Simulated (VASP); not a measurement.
# Si23H4O48 (a cell with a defect) in VASP: notebook, part 2 of 2

VASP 6.6.1. The steps go on from the part before.

## Step 3: Single point, PBE

INCAR reads:

```
SYSTEM = Si23H4O48
ALGO = Normal ; EDIFF = 1E-6
ENCUT = 520 ; GGA = PE
ISIF = 2 ; ISMEAR = 0
LASPH = .TRUE. ; LCHARG = .FALSE.
LREAL = Auto ; LWAVE = .FALSE.
NBANDS = 235 ; NELM = 100
PREC = Accurate ; SIGMA = 0.02
```

KPOINTS reads:

```
k-points
0
G
  1 1 1
  0 0 0
```

POSCAR reads:

```
Si23H4O48
1.0
    9.8316000000      0.0000000000      0.0000000000
   -4.9158000000      8.5144150000      0.0000000000
    0.0000000000      0.0000000000     10.8182000000
Si O H
23 48 4
Direct
    0.2668430000      0.0009767400      0.1634700000
    0.0028516000      0.2703680000      0.3357050000
    0.2306050000      0.2354080000      0.0001007300
    0.2653480000      0.9977494000      0.6636500000
    0.9932126000      0.2663560000      0.8350300000
    0.2323110000      0.2285110000      0.5017520000
    0.2682820000      0.5027390000      0.1672110000
    0.9997803800      0.7676140000      0.3331480000
    0.2338640000      0.7330290000      0.9966533000
    0.9989205000      0.7666930000      0.8327140000
    0.2344290000      0.7356140000      0.4976220000
    0.7692410000      0.0042952000      0.1672390000
    0.4984520000      0.2670890000      0.3326380000
    0.7266420000      0.2320240000      0.0002954000
    0.7657180000      0.0012322000      0.6669000000
    0.4945750000      0.2657660000      0.8320270000
    0.7327730000      0.2338080000      0.4992370000
    0.7651740000      0.5008340000      0.1672980000
    0.5011880000      0.7703670000      0.3320530000
    0.7350830000      0.7369020000      0.0012113000
    0.7631940000      0.4995590000      0.6663380000
    0.5046480000      0.7692100000      0.8316280000
    0.7327490000      0.7354920000      0.4996880000
    0.0687650000      0.2066210000      0.4462400000
    0.2961240000      0.3658270000      0.1099080000
    0.1402060000      0.4347450000      0.2786630000
    0.2024600000      0.0698960000      0.0553950000
    0.3623780000      0.2944360000      0.3913610000
    0.4306990000      0.1384180000      0.2213530000
    0.0654320000      0.2098730000      0.9457150000
    0.3038820000      0.3517710000      0.6166480000
    0.1356700000      0.4290170000      0.7780800000
    0.1997120000      0.0574320000      0.5499300000
    0.3584550000      0.2958220000      0.8879650000
    0.4284840000      0.1364520000      0.7217280000
    0.0679010000      0.7063220000      0.4438320000
    0.2991160000      0.8684090000      0.1031500000
    0.1368330000      0.9300380000      0.2735220000
    0.2040780000      0.5698520000      0.0580140000
    0.3639780000      0.7993980000      0.3865800000
    0.4342950000      0.6406840000      0.2215190000
    0.0677460000      0.7049810000      0.9423610000
    0.2993620000      0.8643310000      0.6090240000
    0.1350350000      0.9300380000      0.7738950000
    0.2058530000      0.5699500000      0.5554350000
    0.3593880000      0.7870590000      0.8833780000
    0.4574520000      0.6484340000      0.7143040000
    0.5683340000      0.2046660000      0.4411890000
    0.7907210000      0.3628830000      0.1097040000
    0.6344730000      0.4331810000      0.2768560000
    0.7032200000      0.0691220000      0.0573170000
    0.8658290000      0.2991990000      0.3913950000
    0.9337440000      0.1415760000      0.2241200000
    0.5617480000      0.2046160000      0.9436860000
    0.7914020000      0.3622690000      0.6109670000
    0.6303510000      0.4323090000      0.7751710000
    0.7053660000      0.0690910000      0.5554790000
    0.8539980000      0.2927100000      0.8882170000
    0.9307640000      0.1366270000      0.7244910000
    0.5684650000      0.7078670000      0.4422990000
    0.7990200000      0.8685060000      0.1101390000
    0.6394420000      0.9356300000      0.2772850000
    0.7054800000      0.5714430000      0.0574340000
    0.8637870000      0.7971160000      0.3899890000
    0.9305870000      0.6356190000      0.2243800000
    0.5697540000      0.7090080000      0.9453830000
    0.7944690000      0.8645580000      0.6107280000
    0.6368080000      0.9393260000      0.7782680000
    0.7041320000      0.5699330000      0.5561050000
    0.8633810000      0.7966100000      0.8896810000
    0.9285160000      0.6335080000      0.7246220000
    0.4522990000      0.5477660000      0.7253400000
    0.2297450000      0.3561110000      0.6755540000
    0.3027980000      0.5849670000      0.5956360000
    0.1191837100      0.4721969500      0.7174444300
```

Potentials or basis: VASP PAW PBE potentials, release 64 (Si, O, H).

On the command line:

```bash
$ cat potpaw_PBE.64/Si/POTCAR potpaw_PBE.64/O/POTCAR potpaw_PBE.64/H/POTCAR > POTCAR
$ mpirun -np 1 vasp_gam > vasp.out
```

It took 6.5 min on 1 thread of Intel Xeon Platinum 8259CL at 2.50GHz (Skylake/Cascade Lake), shared host; peak memory 0.97 GiB.

Results (log left out):

- Free energy: -572.8594 eV
- Pressure: 3.2 GPa
- Largest force: 11.230 eV/Å
- Band gap on the k mesh: 5.67 eV

Forces on the atoms (eV/Å):
```
Si   0.015 -0.011  0.019
Si  -0.008  0.038  0.022
Si   0.023 -0.013  0.026
Si   0.042 -0.041 -0.012
Si   0.031 -0.199  0.185
Si  -0.012 -0.021 -0.068
Si   0.013  0.005  0.038
Si   0.015  0.000  0.035
Si  -0.006  0.011  0.015
Si  -0.004 -0.002 -0.033
Si   0.053 -0.183  0.071
Si   0.014 -0.008  0.019
Si   0.001  0.005  0.009
Si  -0.039 -0.023  0.046
Si  -0.030 -0.047 -0.048
Si   0.001  0.010 -0.019
Si  -0.001  0.012  0.000
Si   0.008  0.013  0.015
Si  -0.047  0.003  0.038
Si  -0.006 -0.011  0.007
Si   0.042  0.011 -0.015
Si  -0.029  0.024 -0.007
Si  -0.013 -0.024 -0.016
O    0.013  0.004  0.004
O   -0.011 -0.010 -0.023
O    0.012 -0.011 -0.020
O    0.005  0.015 -0.006
O   -0.009 -0.009  0.012
O   -0.012  0.008 -0.001
O   -0.036  0.042 -0.059
O   -0.005  0.009  0.035
O    4.849 -5.003  8.618
O   -0.008  0.024  0.003
O   -0.016 -0.003  0.006
O   -0.014  0.015  0.013
O   -0.037  0.028 -0.035
O   -0.008 -0.008 -0.014
O    0.013  0.004 -0.022
O    0.002  0.003 -0.018
O    0.023  0.027 -0.042
O   -0.006 -0.004 -0.014
O    0.009 -0.001 -0.003
O   -0.024  0.050  0.017
O    0.004  0.004  0.003
O    0.011  0.079 -0.106
O   -0.001 -0.018  0.007
O   -0.023  0.037  0.023
O   -0.005  0.011 -0.008
O   -0.003 -0.015 -0.022
O    0.010 -0.003 -0.009
O    0.008  0.016 -0.015
O   -0.002 -0.021  0.003
O   -0.009  0.005 -0.005
O    0.011  0.007 -0.004
O   -0.016 -0.018 -0.001
O   -0.001 -0.012  0.006
O    0.021  0.002  0.022
O    0.075  0.024 -0.048
O    0.026  0.110  0.040
O    0.019  0.016 -0.006
O   -0.007 -0.001 -0.012
O    0.017  0.003 -0.016
O    0.009  0.004  0.001
O   -0.009 -0.006  0.007
O   -0.015 -0.001 -0.007
O   -0.004  0.007 -0.009
O   -0.012  0.012  0.011
O    0.019  0.014  0.002
O    0.004  0.007  0.008
O   -0.006 -0.006  0.012
O   -0.020  0.007  0.026
H    0.039 -0.082 -0.023
H    0.031  0.008  0.002
H    0.015 -0.009  0.021
H   -4.991  5.090 -8.678
```

Stress tensor (GPa, compression positive):
```
 2.79 -0.25  0.52
-0.25  3.35 -0.75
 0.52 -0.75  3.55
```

Levels at points of the mesh, in eV from the valence-band top:
| k point | band 190 | band 191 | band 192 | band 193 | band 194 | band 195 |
| --- | --- | --- | --- | --- | --- | --- |
| (0.00, 0.00, 0.00) | -0.23 | -0.21 | 0.00 | 5.67 | 7.60 | 7.66 |

Caveat: the k points lie up to 0.74 Å⁻¹ apart.

## Step 4: Single point, PBE

INCAR reads:

```
SYSTEM = Si23H4O48
PREC = Accurate ; ENCUT = 520
EDIFF = 1E-6 ; ISMEAR = 0
SIGMA = 0.02 ; LREAL = Auto
LASPH = .True. ; NELM = 80
ALGO = Normal ; ISIF = 2
LWAVE = .False. ; LCHARG = .False.
GGA = PE ; NBANDS = 235
```

KPOINTS reads:

```
Automatic mesh
0
Gamma
  1 1 1
  0 0 0
```

Edit POSCAR of step 3 so:

```diff
@@ -82,2 +82,2 @@
     0.3027980000      0.5849670000      0.5956360000
-    0.1191837100      0.4721969500      0.7174444300
+    0.1180061200      0.4752812300      0.7131133200
```

On the command line:

```bash
$ cat potpaw_PBE.64/Si/POTCAR potpaw_PBE.64/O/POTCAR potpaw_PBE.64/H/POTCAR > POTCAR
$ mpirun -np 1 vasp_gam > vasp.out
```

It took 5.9 min on 1 thread of Intel Xeon Platinum 8259CL at 2.50GHz (Skylake/Cascade Lake), shared host; peak memory 0.98 GiB.

The run converged. Its results:

| Quantity | Value |
| --- | --- |
| Free energy | -573.3365 eV |
| Pressure | 2.9 GPa |
| Largest force | 5.126 eV/Å |
| Band gap on the k mesh | 5.68 eV |

Forces in eV/Å, atoms in the order of the input:
```
Si   0.015 -0.008  0.011
Si  -0.006  0.029  0.016
Si   0.009 -0.010  0.014
Si   0.032 -0.025 -0.003
Si   0.020 -0.128  0.118
Si  -0.009 -0.015 -0.055
Si   0.012  0.002  0.023
Si   0.006  0.004  0.022
Si  -0.003  0.002  0.007
Si  -0.004  0.002 -0.020
Si   0.024 -0.113  0.039
Si   0.013 -0.005  0.010
Si  -0.001  0.006  0.006
Si  -0.026 -0.018  0.029
Si  -0.017 -0.031 -0.031
Si  -0.002  0.010 -0.011
Si  -0.002  0.004  0.000
Si   0.008  0.008  0.008
Si  -0.031  0.005  0.025
Si  -0.007 -0.011  0.005
Si   0.030  0.006 -0.008
Si  -0.032  0.024 -0.004
Si  -0.011 -0.020 -0.009
O    0.010  0.006  0.002
O   -0.011 -0.007 -0.016
O    0.011 -0.009 -0.013
O    0.008  0.012 -0.001
O   -0.008 -0.009  0.010
O   -0.011  0.007  0.001
O   -0.023  0.030 -0.039
O    0.008  0.006  0.012
O    2.202 -2.279  3.901
O   -0.004  0.017  0.002
O   -0.009 -0.004  0.006
O   -0.014  0.010  0.008
O   -0.022  0.021 -0.023
O   -0.008 -0.007 -0.010
O    0.013  0.000 -0.017
O    0.004  0.005 -0.010
O    0.013  0.012 -0.024
O   -0.006  0.000 -0.008
O    0.006  0.003 -0.004
O   -0.017  0.028  0.008
O    0.007  0.002 -0.002
O   -0.005  0.046 -0.071
O   -0.001 -0.014  0.007
O   -0.024  0.039  0.012
O   -0.004  0.010 -0.007
O   -0.006 -0.011 -0.016
O    0.010 -0.002 -0.006
O    0.009  0.011 -0.008
O   -0.001 -0.017  0.005
O   -0.009  0.006 -0.002
O    0.006  0.007 -0.004
O   -0.012 -0.012 -0.003
O    0.002 -0.009  0.002
O    0.016  0.004  0.015
O    0.047  0.010 -0.027
O    0.014  0.071  0.026
O    0.012  0.015 -0.007
O   -0.007 -0.001 -0.010
O    0.013 -0.001 -0.011
O    0.010  0.004  0.003
O   -0.006 -0.007  0.007
O   -0.012  0.002 -0.001
O   -0.003  0.006 -0.009
O   -0.011  0.004  0.003
O    0.015  0.009  0.001
O    0.006  0.007  0.006
O   -0.004 -0.007  0.010
O   -0.014  0.005  0.018
H    0.035 -0.085 -0.022
H   -0.001  0.017  0.030
H    0.044 -0.009  0.030
H   -2.286  2.344 -3.945
```

Stress tensor (GPa, compression positive):
```
 2.62 -0.08  0.23
-0.08  3.19 -0.45
 0.23 -0.45  3.01
```

Levels at points of the mesh, in eV from the valence-band top:
```
           k point  band 188  band 189  band 190  band 191  band 192  band 193  band 194  band 195  band 196  band 197
(0.00, 0.00, 0.00)     -0.26     -0.23     -0.20     -0.19      0.00      5.68      7.62      7.68      7.93      7.99
```

Caveat: the k points lie up to 0.74 Å⁻¹ apart.

## Step 5: Single point, PBE

INCAR reads:

```
PREC = Accurate ; ENCUT = 520
EDIFF = 1E-7 ; ISMEAR = 0
SIGMA = 0.02 ; LREAL = Auto
LASPH = T ; NELM = 80
ALGO = Normal ; ISIF = 2
LWAVE = F ; LCHARG = F
GGA = PE ; NBANDS = 235
```

KPOINTS reads:

```
Automatic mesh
0
Gamma
  1 1 1
```

Edit POSCAR of step 4 so:

```diff
@@ -82,2 +82,2 @@
     0.3027980000      0.5849670000      0.5956360000
-    0.1180061200      0.4752812300      0.7131133200
+    0.1168285300      0.4783655200      0.7087822100
```

Potentials or basis: VASP PAW PBE potentials, release 64 (Si, O, H).

On the command line:

```bash
$ cat potpaw_PBE.64/Si/POTCAR potpaw_PBE.64/O/POTCAR potpaw_PBE.64/H/POTCAR > POTCAR
$ mpirun -np 1 vasp_gam > vasp.out
```

OUTCAR:

```text
PREC = Accurate
   ENCUT = 520
   EDIFF = 1E-7
   ISMEAR = 0
   LREAL = Auto
   LASPH = T
   NELM = 80
   ISIF = 2
   GGA = PE

 ion  position               nearest neighbor table
   1  0.267  0.001  0.163-  29 1.62  37 1.62  38 1.63  27 1.63   3 3.06  13 3.07   9 3.07   8 3.08

   2  0.003  0.270  0.336-  26 1.62  52 1.62  24 1.63  53 1.63  17 3.06   7 3.06   6 3.07  12 3.07

   3  0.231  0.235  0.000-  27 1.62  30 1.62  25 1.63  34 1.63   7 3.06  16 3.06   1 3.06   5 3.07
[... 83 lines left out ...]
  70  0.863  0.797  0.890-  10 1.62  20 1.63
  71  0.929  0.634  0.725-  21 1.62  10 1.63
  72  0.452  0.548  0.725-  47 0.97
  73  0.230  0.356  0.676-  31 0.99
  74  0.303  0.585  0.596-  45 0.99
  75  0.117  0.478  0.709-  32 0.96

  LATTYP: Found a hexagonal cell.
 ALAT       =     9.8316000000
 C/A-ratio  =     1.1003498922

  Lattice vectors:

 A1 = (   9.8316000000,   0.0000000000,   0.0000000000)
 A2 = (  -4.9158000000,   8.5144150000,   0.0000000000)
 A3 = (   0.0000000000,   0.0000000000,  10.8182000000)

Analysis of symmetry for initial positions (statically):
=====================================================================
 Subroutine PRICEL returns:
 Original cell was already a primitive cell.

 Routine SETGRP: Setting up the symmetry group for a
 hexagonal supercell.

 Subroutine GETGRP returns: Found  1 space group operations
 (whereof  1 operations were pure point group operations)
 out of a pool of 24 trial point group operations.

The static configuration has the point symmetry C_1 .

Analysis of symmetry for dynamics (positions and initial velocities):
=====================================================================
[... 252 lines left out ...]
     AMIX_MAG =   1.60;   BMIX_MAG =  1.00
  volume/ion in A,a.u.               =      12.07        81.48
  Fermi-wavevector in a.u.,A,eV,Ry     =   1.229912  2.324196 20.581296  1.512683
  Thomas-Fermi vector in A             =   2.364781
   LORBIT       =      0    0 simple, 1 ext, 2 COOP (PROOUT), +10 PAW based schemes
   GGA     = PE    functional components
   LHFCALC =     F    Hartree Fock is set to
   AEXX    =    0.0000 exact exchange contribution
   IVDW    =     0    specifies the selected vdW correction
   LEPSILON=     F    determine dielectric tensor
   LRPA    =     F    only Hartree local field effects (RPA)
 non-spin polarized calculation
 Gauss-broadening in eV      SIGMA  =   0.02
  energy-cutoff  :      520.00
  volume of cell :      905.60
 maximum number of plane-waves:     12195
 NGX is ok and might be reduce to    80
   NGX = 37   NGY = 37   NGZ = 41

 number of electron     384.0000017 magnetization

 Free energy of the ion-electron system (eV)
  ---------------------------------------------------
  ext. energy  EPLUGINS =         0.00000000
  ---------------------------------------------------
  free energy    TOTEN  =      -573.51859142 eV

  energy without entropy =     -573.51859142  energy(sigma->0) =     -573.51859142

 E-fermi :   1.2050     XC(G=0):  -9.2386

 val. band max:        1.0970695043   @ k =   0.0000   0.0000   0.0000
 cond. band min:       6.7974224726   @ k =   0.0000   0.0000   0.0000
 fundamental gap:      5.7003529684
 Fermi energy:         1.2049971506

 k-point     1 :       0.0000    0.0000    0.0000
  band No.  band energies     occupation
      1     -18.3519      2.00000
      2     -17.9192      2.00000
      3     -17.9007      2.00000
      4     -17.8786      2.00000
      5     -17.8669      2.00000
      6     -17.8400      2.00000
[... 196 lines left out ...]
    203       9.8104      0.00000
    204       9.8399      0.00000
 [bands above 204 left out]

------------------------ aborting loop because EDIFF is reached ----------------------------------------

  FORCE on cell =-STRESS in cart. coord.  units (eV):
  Direction    XX          YY          ZZ          XY          YZ          ZX
  --------------------------------------------------------------------------------------
  -------------------------------------------------------------------------------------
  Total       14.2170894     17.3837786     14.8855135      0.2000786     -1.3172007      0.1434077
  in kB       25.1528531     30.7553549     26.3354282      0.3539787     -2.3303895      0.2537167
  external PRESSURE =      27.4145454 kB  Pullay stress =       0.0000000 kB

 VOLUME and BASIS-vectors are now :
 -----------------------------------------------------------------------------
  energy-cutoff  :      520.00
  volume of cell :      905.60
      direct lattice vectors                 reciprocal lattice vectors
     9.831600000  0.000000000  0.000000000     0.101712844  0.058723941  0.000000000
    -4.915800000  8.514415000  0.000000000     0.000000000  0.117447881  0.000000000
     0.000000000  0.000000000 10.818200000     0.000000000  0.000000000  0.092436819

 POSITION                                       TOTAL-FORCE (eV/Angst)
 -----------------------------------------------------------------------------------
      2.61869      0.00832      1.76845         0.014818     -0.004505      0.001929
     -1.30104      2.30203      3.63172        -0.004298      0.019436      0.008106
      1.11000      2.00436      0.00109        -0.006745     -0.007792      0.001129
     -2.29594      8.49525      7.17950         0.020540     -0.007829      0.007087
      8.45552      2.26787      9.03352         0.017446     -0.045499      0.048071
      1.16067      1.94564      5.42805        -0.005498     -0.008613     -0.042510
[... 67 lines left out ...]
      0.10141      4.98065      6.44371         0.076926     -0.011130      0.041920
     -1.20294      4.07300      7.66775        -0.546851      0.583494     -0.951416
 -----------------------------------------------------------------------------------
    total drift:                               -0.019750      0.003026     -0.013689

  FREE ENERGIE OF THE ION-ELECTRON SYSTEM (eV)
  ---------------------------------------------------
  free  energy   TOTEN  =      -573.5185914235 eV

  energy  without entropy=     -573.5185914235  energy(sigma->0) =     -573.51859142
```

stdout:

```text
POSCAR found type information on POSCAR SiO H
 POSCAR found :  3 types and      75 ions
 scaLAPACK will be used
 LDA part: xc-table for (Slater+PW92), standard interpolation
 POSCAR, INCAR and KPOINTS ok, starting setup
 FFT: planning ... GRIDC
 FFT: planning ... GRID_SOFT
 FFT: planning ... GRID
 WAVECAR not read
 entering main loop
```

Wall time 8.2 min (1 thread of Intel Xeon Platinum 8259CL at 2.50GHz (Skylake/Cascade Lake), shared host); peak memory 0.98 GiB.

What came out:

```yaml
Free_energy: -573.5186 eV
Pressure: 2.7 GPa
Largest_force: 1.243 eV/Å
Band_gap_on_the_k_mesh: 5.70 eV
```

Forces in eV/Å, atoms in the order of the input:
```
Si   0.015 -0.005  0.002
Si  -0.004  0.019  0.008
Si  -0.007 -0.008  0.001
Si   0.021 -0.008  0.007
Si   0.017 -0.045  0.048
Si  -0.005 -0.009 -0.043
Si   0.012 -0.002  0.006
Si  -0.005  0.009  0.007
Si   0.000 -0.009 -0.001
Si  -0.004  0.006 -0.006
Si  -0.012 -0.030  0.002
Si   0.013 -0.001  0.000
Si  -0.004  0.007  0.002
Si  -0.013 -0.013  0.011
Si  -0.002 -0.013 -0.014
Si  -0.006  0.010 -0.002
Si  -0.003 -0.006  0.001
Si   0.009  0.002  0.002
Si  -0.011  0.007  0.010
Si  -0.009 -0.010  0.003
Si   0.017  0.000 -0.001
Si  -0.036  0.024  0.000
Si  -0.009 -0.016 -0.002
O    0.007  0.009  0.000
O   -0.010 -0.004 -0.010
O    0.009 -0.006 -0.005
O    0.012  0.008  0.004
O   -0.008 -0.009  0.007
O   -0.011  0.007  0.004
O   -0.008  0.015 -0.016
O    0.023  0.003 -0.012
O    0.525 -0.541  0.909
O    0.000  0.010  0.002
O   -0.002 -0.005  0.005
O   -0.014  0.004  0.002
O   -0.004  0.012 -0.009
O   -0.009 -0.006 -0.007
O    0.013 -0.004 -0.011
O    0.006  0.007 -0.002
O    0.003 -0.006 -0.002
O   -0.007  0.004 -0.001
O    0.001  0.006 -0.006
O   -0.009  0.002 -0.002
O    0.010  0.000 -0.007
O   -0.026  0.001 -0.020
O    0.000 -0.010  0.007
O   -0.024  0.041  0.000
O   -0.002  0.010 -0.006
O   -0.009 -0.007 -0.009
O    0.009 -0.002 -0.004
O    0.010  0.006 -0.001
O    0.000 -0.013  0.007
O   -0.009  0.008  0.002
O    0.001  0.006 -0.005
O   -0.008 -0.006 -0.006
O    0.006 -0.006 -0.003
O    0.011  0.005  0.009
O    0.017 -0.005 -0.005
O    0.001  0.029  0.011
O    0.004  0.014 -0.007
O   -0.007 -0.002 -0.008
O    0.008 -0.005 -0.006
O    0.010  0.005  0.004
O   -0.003 -0.008  0.008
O   -0.010  0.006  0.004
O   -0.001  0.006 -0.009
O   -0.010 -0.004 -0.004
O    0.011  0.003  0.000
O    0.008  0.006  0.005
O   -0.002 -0.009  0.008
O   -0.008  0.003  0.010
H    0.030 -0.087 -0.021
H   -0.037  0.027  0.060
H    0.077 -0.011  0.042
H   -0.547  0.583 -0.951
```

Levels at points of the mesh, in eV from the valence-band top:
| k point | band 189 | band 190 | band 191 | band 192 | band 193 | band 194 | band 195 | band 196 |
| --- | --- | --- | --- | --- | --- | --- | --- | --- |
| (0.00, 0.00, 0.00) | -0.20 | -0.18 | -0.17 | 0.00 | 5.70 | 7.64 | 7.70 | 7.96 |

Caveat: the k points lie up to 0.74 Å⁻¹ apart.

## Step 6: Overview

| cell | gap on the mesh (eV) | pressure (GPa) | largest force (eV/Å) |
| --- | --- | --- | --- |
| as given, atomic positions A | 5.65 | 3.6 | 20.72 |
| as given, atomic positions B | 5.67 | 3.2 | 11.23 |
| as given, atomic positions C | 5.68 | 2.9 | 5.13 |
| as given, atomic positions D | 5.70 | 2.7 | 1.24 |

Alike in all rows: task single point; level PBE; potentials or basis VASP PAW PBE potentials, release 64 (Si, O, H); no spin polarisation; k mesh 1 × 1 × 1; cutoff (eV) 520; smearing gaussian 0.02 eV.

Caveats: all runs use coarse meshes.

Total energies depend on the potentials used, so only differences within one code and one set of settings carry meaning.
